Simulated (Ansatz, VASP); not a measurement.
Two plane-wave programs on SiC

```
CELL_PARAMETERS angstrom
0.00000 2.44036 1.72533
2.44036 0.00000 1.72533
2.44036 2.44036 0.00000
ATOMIC_POSITIONS crystal
Si 0.00000 0.00000 0.00000
C 0.75000 0.75000 0.75000
```

Alike in both runs: task single point; functional PBE; k mesh 12 × 12 × 12; occupations gaussian, width 0.05 eV; no spin polarisation.

|  | VASP | Ansatz |
| --- | --- | --- |
| version | VASP 6.6.1 | Ansatz 0.2.0 |
| potentials or method | VASP PAW PBE potentials, release 64 (Si, C), cutoff 520 eV | scalar-relativistic, plane waves, PAW |
| valence electrons in the cell | 8 | 8 |

VASP gave:

```
gap on the k mesh at the Fermi level (eV)                     : none
pressure (GPa)                                                : -4.6
traceless stress, the component that is largest in VASP (GPa) : 31.76
```

Question: Estimate Ansatz's values.

Answer: gap on the k mesh at the Fermi level (eV): none; pressure (GPa): -4.6; traceless stress, the component that is largest in VASP (GPa): 31.72.

A gap of «none» marks a metal or a gap that the smearing closes.
